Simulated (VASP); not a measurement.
# Cd (P6_3/mmc) in VASP: further runs

The runs below take Cd through electric field gradients, with PBEsol.

All numbers are computed with VASP 6.6.1; they aren't measurements. Logs are shortened: lines on timing, memory, paths and dates and some standing lists are left out, and cuts for length are marked.

## (1) The cell of the first run

The structure is hexagonal, space group P6_3/mmc (No. 194). Conventional cell: a = 2.918 Å, b = 2.918 Å, c = 5.503 Å, α = 90.00°, β = 90.00°, γ = 120.00°. Within 3.8 Å of Cd (site symmetry -6m2) lie 12 Cd at 2.92 to 3.23 Å.

## (2) Electric field gradients, PBEsol (volume scaled by 0.94)

INCAR reads:

```
  PREC = Accurate
  ENCUT = 520
  EDIFF = 1E-8
  ISMEAR = -1
  SIGMA = 0.05
  LREAL = False
  LASPH = True
  NELM = 60
  ALGO = Normal
  ISIF = 2
  LWAVE = False
  LCHARG = False
  GGA = PS
  LEFG = True
  NBANDS = 19
```

KPOINTS reads:

```
regular mesh
0
Gamma
  16 16 7
```

POSCAR reads:

```
Cd
1.0
    2.9180621286      0.0000000000      0.0000000000
   -1.4590310642      2.5271159331      0.0000000000
    0.0000000000      0.0000000000      5.5029719036
Cd
2
Direct
    0.3333333333      0.6666666667      0.2500000000
    0.6666666667      0.3333333333      0.7500000000
```

Potentials or basis: VASP PAW PBE potentials, release 64 (Cd).

The run is started by

```
$ cat potpaw_PBE.64/Cd/POTCAR > POTCAR
$ mpirun -np 1 vasp_std > vasp.out
```

OUTCAR:

```text
PREC = Accurate
   ENCUT = 520
   EDIFF = 1E-8
   ISMEAR = -1
   LREAL = False
   LASPH = True
   NELM = 60
   ISIF = 2
   GGA = PS

 ion  position               nearest neighbor table
   1  0.333  0.667  0.250-   2 3.23   2 3.23   2 3.23   2 3.23   2 3.23   2 3.23
   2  0.667  0.333  0.750-   1 3.23   1 3.23   1 3.23   1 3.23   1 3.23   1 3.23

  LATTYP: Found a hexagonal cell.
 ALAT       =     2.9180621286
 C/A-ratio  =     1.8858309594

  Lattice vectors:

 A1 = (   2.9180621286,   0.0000000000,   0.0000000000)
 A2 = (  -1.4590310642,   2.5271159331,   0.0000000000)
 A3 = (   0.0000000000,   0.0000000000,   5.5029719036)

Analysis of symmetry for initial positions (statically):
=====================================================================
 Subroutine PRICEL returns:
 Original cell was already a primitive cell.

 Routine SETGRP: Setting up the symmetry group for a
 hexagonal supercell.

 Subroutine GETGRP returns: Found 24 space group operations
 (whereof 12 operations were pure point group operations)
 out of a pool of 24 trial point group operations.

The static configuration has the point symmetry D_3d.
 The point group associated with its full space group is D_6h.

Analysis of symmetry for dynamics (positions and initial velocities):
=====================================================================
 Subroutine PRICEL returns:
 Original cell was already a primitive cell.

 Routine SETGRP: Setting up the symmetry group for a
 hexagonal supercell.

 Subroutine GETGRP returns: Found 24 space group operations
 (whereof 12 operations were pure point group operations)
 out of a pool of 24 trial point group operations.

The dynamic configuration has the point symmetry D_3d.
 The point group associated with its full space group is D_6h.

 Subroutine INISYM returns: Found 24 space group operations
 (whereof 12 operations are pure point group operations),
 and found     1 'primitive' translations

----------------------------------------------------------------------------------------

                                     Primitive cell

  volume of cell :      40.5805

  direct lattice vectors                    reciprocal lattice vectors
     2.918062129  0.000000000  0.000000000     0.342693183  0.197854002  0.000000000
    -1.459031064  2.527115933  0.000000000     0.000000000  0.395708003  0.000000000
     0.000000000  0.000000000  5.502971904     0.000000000  0.000000000  0.181719990

  length of vectors
     2.918062129  2.918062128  5.502971904     0.395708003  0.395708003  0.181719990

  position of ions in fractional coordinates (direct lattice)
     0.333333333  0.666666667  0.250000000
     0.666666667  0.333333333  0.750000000

  ion indices of the primitive-cell ions
   primitive index   ion index
                 1           1
                 2           2

----------------------------------------------------------------------------------------

 KPOINTS: regular mesh

Automatic generation of k-mesh.
 Grid dimensions read from file:
 generate k-points for:   16   16    7

 Generating k-lattice:

  Cartesian coordinates                     Fractional coordinates (reciprocal lattice)
     0.021418324  0.012365875  0.000000000     0.062500000 -0.000000000  0.000000000
     0.000000000  0.024731750  0.000000000     0.000000000  0.062500000  0.000000000
     0.000000000  0.000000000  0.025959999     0.000000000  0.000000000  0.142857143

  Length of vectors
     0.024731750  0.024731750  0.025959999

  Shift w.r.t. Gamma in fractional coordinates (k-lattice)
     0.000000000  0.000000000  0.000000000

 Subroutine IBZKPT returns following result:
 ===========================================

 Found    120 irreducible k-points:

 Following reciprocal coordinates:
            Coordinates               Weight
  0.000000  0.000000  0.000000      1.000000
  0.062500 -0.000000  0.000000      6.000000
  0.125000 -0.000000  0.000000      6.000000
  0.187500 -0.000000  0.000000      6.000000
  0.250000 -0.000000  0.000000      6.000000
  0.312500  0.000000  0.000000      6.000000
[... 16 lines left out ...]
  0.187500  0.187500  0.000000      6.000000
  0.250000  0.187500  0.000000     12.000000
 [... further k-points ...]
   k-points           NKPTS =    120   k-points in BZ     NKDIM =    120   number of bands    NBANDS=     19
   number of dos      NEDOS =    301   number of ions     NIONS =      2
   total plane-waves  NPLWV =  24192
   dimension x,y,z NGX =    24 NGY =   24 NGZ =   42
   dimension x,y,z NGXF=    48 NGYF=   48 NGZF=   84
   ions per type =               2
   NGX,Y,Z   is equivalent  to a cutoff of  13.67, 13.67, 12.69 a.u.
   NGXF,Y,Z  is equivalent  to a cutoff of  27.35, 27.35, 25.38 a.u.
 SYSTEM =  unknown system
   PREC   = accura    normal or accurate (medium, high low for compatibility)
   ISTART =      0    job   : 0-new  1-cont  2-samecut
   ICHARG =      2    charge: 1-file 2-atom 10-const
   ISPIN  =      1    spin polarized calculation?
   LNONCOLLINEAR =      F non collinear calculations
   LSORBIT =      F    spin-orbit coupling
   LASPH  =      T    aspherical Exc in radial PAW
   ENCUT  =  520.0 eV  38.22 Ry    6.18 a.u.   5.43  5.43 10.23*2*pi/ulx,y,z
   NELM   =     60;   NELMIN=  2; NELMDL= -5     # of ELM steps
   EDIFF  = 0.1E-07   stopping-criterion for ELM
   LREAL  =      F    real-space projection
   EDIFFG = 0.1E-06   stopping-criterion for IOM
   NSW    =      0    number of steps for IOM
   IBRION =     -1    ionic relax: 0-MD 1-quasi-New 2-CG
   NFREE  =      0    steps in history (QN), initial steepest desc. (CG)
   ISIF   =      2    stress and relaxation
   ISYM   =      2    0-nonsym 1-usesym 2-fastsym
   POTIM  = 0.5000    time-step for ionic-motion
   TEBEG  =    0.0;   TEEND  =   0.0 temperature during run
   PSTRESS=    0.0 pullay stress
   NELECT =      24.0000    total number of electrons
   NUPDOWN=      -1.0000    fix difference up-down
   EMIN   =  10.00;   EMAX   =-10.00  energy-range for DOS
   EFERMI =   0.00;   METHOD = LEGACY
   ISMEAR =    -1;   SIGMA  =   0.05  broadening in eV -4-tet -1-fermi 0-gaus
   EFERMI_NEDOS =   21; number of points for ismear=-14 and -15
   IALGO  =     38    algorithm
   IMIX   =      4    mixing-type and parameters
     AMIX     =   0.40;   BMIX     =  1.00
     AMIX_MAG =   1.60;   BMIX_MAG =  1.00
  volume/ion in A,a.u.               =      20.29       136.93
  Fermi-wavevector in a.u.,A,eV,Ry     =   1.374167  2.596799 25.692364  1.888336
  Thomas-Fermi vector in A             =   2.499618
   LORBIT       =      0    0 simple, 1 ext, 2 COOP (PROOUT), +10 PAW based schemes
   GGA     = PS    functional components
   LHFCALC =     F    Hartree Fock is set to
   AEXX    =    0.0000 exact exchange contribution
   IVDW    =     0    specifies the selected vdW correction
   LEPSILON=     F    determine dielectric tensor
   LRPA    =     F    only Hartree local field effects (RPA)
 non-spin polarized calculation
  energy-cutoff  :      520.00
  volume of cell :       40.58
 maximum number of plane-waves:      1119
 NGX is ok and might be reduce to    24
   NGX = 11   NGY = 11   NGZ = 21

 number of electron      24.0000016 magnetization

 Free energy of the ion-electron system (eV)
  ---------------------------------------------------
  ext. energy  EPLUGINS =         0.00000000
  ---------------------------------------------------
  free energy    TOTEN  =        -2.38885523 eV

  energy without entropy =       -2.38417329  energy(sigma->0) =       -2.38651426

 E-fermi :   3.2634     XC(G=0): -11.5437

 val. band max:        3.2612537206   @ k =   0.3125   0.1250   0.0000
 cond. band min:       3.2650575203   @ k =   0.3125   0.0000   0.0000
 fundamental gap:      0.0038037997
 Fermi energy:         3.2633809239

 k-point     1 :       0.0000    0.0000    0.0000
  band No.  band energies     occupation
      1      -6.8780      2.00000
      2      -6.5921      2.00000
      3      -6.1151      2.00000
      4      -6.1151      2.00000
      5      -6.0552      2.00000
      6      -6.0552      2.00000
[... 11 lines left out ...]
     18      18.7913      0.00000
     19      19.3324      0.00000
[... 485 lines left out ...]
 k-point    24 :       0.2500    0.1875    0.0000
  band No.  band energies     occupation
      1      -6.5217      2.00000
      2      -6.3847      2.00000
      3      -6.3668      2.00000
      4      -6.0487      2.00000
      5      -5.9798      2.00000
      6      -5.7666      2.00000
[... 11 lines left out ...]
     18      13.1900      0.00000
     19      13.9427      0.00000

 [... further k-points ...]

------------------------ aborting loop because EDIFF is reached ----------------------------------------

  FORCE on cell =-STRESS in cart. coord.  units (eV):
  Direction    XX          YY          ZZ          XY          YZ          ZX
  --------------------------------------------------------------------------------------
  -------------------------------------------------------------------------------------
  Total        0.9088820      0.9088820      0.3720495      0.0000000      0.0000000      0.0000000
  in kB       35.8840180     35.8840180     14.6890709      0.0000000      0.0000000      0.0000000
  external PRESSURE =      28.8190356 kB  Pullay stress =       0.0000000 kB

 VOLUME and BASIS-vectors are now :
 -----------------------------------------------------------------------------
  energy-cutoff  :      520.00
  volume of cell :       40.58
      direct lattice vectors                 reciprocal lattice vectors
     2.918062129  0.000000000  0.000000000     0.342693183  0.197854002  0.000000000
    -1.459031064  2.527115933  0.000000000     0.000000000  0.395708003  0.000000000
     0.000000000  0.000000000  5.502971904     0.000000000  0.000000000  0.181719990

 POSITION                                       TOTAL-FORCE (eV/Angst)
 -----------------------------------------------------------------------------------
     -0.00000      1.68474      1.37574         0.000000      0.000000      0.000000
      1.45903      0.84237      4.12723        -0.000000     -0.000000      0.000000
 -----------------------------------------------------------------------------------
    total drift:                               -0.000000      0.000000     -0.000000

  FREE ENERGIE OF THE ION-ELECTRON SYSTEM (eV)
  ---------------------------------------------------
  free  energy   TOTEN  =        -2.3888552349 eV

  energy  without entropy=       -2.3841732893  energy(sigma->0) =       -2.38651426

 Electric field gradients (V/A^2)
---------------------------------------------------------------------
 ion       V_xx      V_yy      V_zz      V_xy      V_xz      V_yz
---------------------------------------------------------------------
   1     -44.305   -44.303    88.608     0.001     0.000    -0.000
   2     -44.305   -44.303    88.608     0.001    -0.000     0.000
---------------------------------------------------------------------

 Electric field gradients after diagonalization (V/A^2)
 (convention: |V_zz| > |V_xx| > |V_yy|)
----------------------------------------------------------------------
 ion       V_xx      V_yy      V_zz     asymmetry (V_yy - V_xx)/ V_zz
----------------------------------------------------------------------
   1     -44.305   -44.303    88.608       0.000
   2     -44.305   -44.303    88.608       0.000
----------------------------------------------------------------------

           NMR quadrupolar parameters

 Cq : quadrupolar parameter    Cq=e*Q*V_zz/h
 eta: asymmetry parameters     (V_yy - V_xx)/ V_zz
 Q  : nuclear electric quadrupole moment in mb (millibarn)
----------------------------------------------------------------------
 ion       Cq(MHz)       eta       Q (mb)
----------------------------------------------------------------------
   1       0.214       0.000       1.000
   2       0.214       0.000       1.000
----------------------------------------------------------------------
```

It took 64 s on 1 thread of Intel Xeon Platinum 8259CL at 2.50GHz (Skylake/Cascade Lake), shared host; peak memory 0.21 GiB.

What came out:

```yaml
Free_energy: -2.3889 eV
Pressure: 2.9 GPa
Band_gap_on_the_k_mesh: zero (band 12 reaches 4.26 eV, above the bottom of band 13 at 0.26 eV)
```

Stress tensor (GPa, compression positive):
```
3.59 0.00 0.00
0.00 3.59 0.00
0.00 0.00 1.47
```

Levels at points of the mesh, in eV from the Fermi level:
```tsv
k point	band 9	band 10	band 11	band 12	band 13	band 14	band 15	band 16
(0.00, 0.00, 0.00)	-8.77	-8.48	-8.48	-3.38	-3.00	10.90	14.70	15.50
(0.50, 0.00, 0.00)	-8.19	-8.16	-2.55	-1.89	2.08	3.05	3.50	5.41
```

Electric field gradients, principal values (V/Å²):
| atom | least | middle | greatest (by size) |
| --- | --- | --- | --- |
| 1 Cd | -44.303 | -44.305 | 88.608 |
| 2 Cd | -44.303 | -44.305 | 88.608 |

Caveat: without QUAD_EFG the Cq values of the log hold for a quadrupole moment of 1 mb, not for the nuclei; the PAW data sets were made with another functional, which shifts forces and pressure a little.

## (3) Electric field gradients, PBEsol (volume scaled by 0.96)

INCAR reads:

```
PREC     = Accurate       # precision mode
ENCUT    = 520            # plane-wave cutoff, eV
EDIFF    = 1E-8           # SCF threshold, eV
ISMEAR   = -1             # smearing method
SIGMA    = 0.05           # smearing width, eV
LREAL    = False          # projectors in reciprocal space
LASPH    = True           # aspherical terms in the spheres
NELM     = 100            # most SCF steps
ALGO     = Normal         # electronic algorithm
ISIF     = 2              # what is computed and relaxed
LWAVE    = False          # write WAVECAR
LCHARG   = False          # write CHGCAR
GGA      = PS             # functional
LEFG     = True         
NBANDS   = 19             # bands
```

KPOINTS reads:

```
Automatic mesh
0
Gamma
  16 16 7
```

POSCAR reads:

```
Cd
1.0
    2.9386125390      0.0000000000      0.0000000000
   -1.4693062694      2.5449131106      0.0000000000
    0.0000000000      0.0000000000      5.5417265038
Cd
2
Direct
    0.3333333333      0.6666666667      0.2500000000
    0.6666666667      0.3333333333      0.7500000000
```

Potentials or basis: VASP PAW PBE potentials, release 64 (Cd).

The run is started by

```
$ cat potpaw_PBE.64/Cd/POTCAR > POTCAR
$ mpirun -np 1 vasp_std > vasp.out
```

OUTCAR:

```text
PREC = Accurate
   ENCUT = 520
   EDIFF = 1E-8
   ISMEAR = -1
   LREAL = False
   LASPH = True
   NELM = 100
   ISIF = 2
   GGA = PS

 ion  position               nearest neighbor table
   1  0.333  0.667  0.250-   2 3.25   2 3.25   2 3.25   2 3.25   2 3.25   2 3.25
   2  0.667  0.333  0.750-   1 3.25   1 3.25   1 3.25   1 3.25   1 3.25   1 3.25

  LATTYP: Found a hexagonal cell.
 ALAT       =     2.9386125390
 C/A-ratio  =     1.8858309594

  Lattice vectors:

 A1 = (   2.9386125390,   0.0000000000,   0.0000000000)
 A2 = (  -1.4693062694,   2.5449131106,   0.0000000000)
 A3 = (   0.0000000000,   0.0000000000,   5.5417265038)

Analysis of symmetry for initial positions (statically):
=====================================================================
 Subroutine PRICEL returns:
 Original cell was already a primitive cell.

 Routine SETGRP: Setting up the symmetry group for a
[... 719 lines left out ...]
  energy-cutoff  :      520.00
  volume of cell :       41.44
      direct lattice vectors                 reciprocal lattice vectors
     2.938612539  0.000000000  0.000000000     0.340296649  0.196470362  0.000000000
    -1.469306269  2.544913111  0.000000000     0.000000000  0.392940724  0.000000000
     0.000000000  0.000000000  5.541726504     0.000000000  0.000000000  0.180449179

 POSITION                                       TOTAL-FORCE (eV/Angst)
 -----------------------------------------------------------------------------------
     -0.00000      1.69661      1.38543        -0.000000      0.000000      0.000000
      1.46931      0.84830      4.15629         0.000000     -0.000000      0.000000
 -----------------------------------------------------------------------------------
    total drift:                               -0.000000      0.000000      0.000000

  FREE ENERGIE OF THE ION-ELECTRON SYSTEM (eV)
  ---------------------------------------------------
  free  energy   TOTEN  =        -2.4001186923 eV

  energy  without entropy=       -2.3954299111  energy(sigma->0) =       -2.39777430

 Electric field gradients (V/A^2)
---------------------------------------------------------------------
 ion       V_xx      V_yy      V_zz      V_xy      V_xz      V_yz
---------------------------------------------------------------------
   1     -42.746   -42.745    85.491     0.001     0.000    -0.000
   2     -42.746   -42.745    85.491     0.001    -0.000     0.000
---------------------------------------------------------------------

 Electric field gradients after diagonalization (V/A^2)
 (convention: |V_zz| > |V_xx| > |V_yy|)
----------------------------------------------------------------------
 ion       V_xx      V_yy      V_zz     asymmetry (V_yy - V_xx)/ V_zz
----------------------------------------------------------------------
   1     -42.747   -42.744    85.491       0.000
   2     -42.747   -42.744    85.491       0.000
----------------------------------------------------------------------

           NMR quadrupolar parameters

 Cq : quadrupolar parameter    Cq=e*Q*V_zz/h
 eta: asymmetry parameters     (V_yy - V_xx)/ V_zz
 Q  : nuclear electric quadrupole moment in mb (millibarn)
----------------------------------------------------------------------
 ion       Cq(MHz)       eta       Q (mb)
----------------------------------------------------------------------
   1       0.207       0.000       1.000
   2       0.207       0.000       1.000
----------------------------------------------------------------------
```

stdout:

```text
POSCAR found type information on POSCAR Cd
 POSCAR found :  1 types and       2 ions
 scaLAPACK will be used
 -----------------------------------------------------------------------------
|                                                                             |
|                                                                             |
|     You enforced a specific xc type in the INCAR file but a different       |
|     I HOPE YOU KNOW WHAT YOU ARE DOING!                                     |
|                                                                             |
 -----------------------------------------------------------------------------

 LDA part: xc-table for (Slater+PW92), standard interpolation
 POSCAR, INCAR and KPOINTS ok, starting setup
 FFT: planning ... GRIDC
 FFT: planning ... GRID_SOFT
 FFT: planning ... GRID
 WAVECAR not read
 entering main loop
ion   1

ion   2
```

Run time: 62 s. Hardware: 1 thread of Intel Xeon Platinum 8259CL at 2.50GHz (Skylake/Cascade Lake), shared host; peak memory 0.21 GiB.

Results:

| Quantity | Value |
| --- | --- |
| Free energy | -2.4001 eV |
| Pressure | 1.3 GPa |
| Band gap on the k mesh | zero (band 12 reaches 4.06 eV, above the bottom of band 13 at 0.08 eV) |

Levels at points of the mesh, in eV from the Fermi level:
| k point | band 8 | band 9 | band 10 | band 11 | band 12 | band 13 | band 14 | band 15 | band 16 | band 17 |
| --- | --- | --- | --- | --- | --- | --- | --- | --- | --- | --- |
| (0.00, 0.00, 0.00) | -8.74 | -8.74 | -8.46 | -8.46 | -3.27 | -3.02 | 10.77 | 14.62 | 15.28 | 15.29 |
| (0.50, 0.00, 0.00) | -8.50 | -8.18 | -8.15 | -2.49 | -1.88 | 2.04 | 3.03 | 3.38 | 5.35 | 8.54 |

Electric field gradients, principal values (V/Å²):
```
atom    least   middle  greatest (by size)
1 Cd  -42.744  -42.747              85.491
2 Cd  -42.744  -42.747              85.491
```

Caveat: without QUAD_EFG the Cq values of the log hold for a quadrupole moment of 1 mb, not for the nuclei; the PAW data sets were made with another functional, which shifts forces and pressure a little.

[end of part 1 of 2]
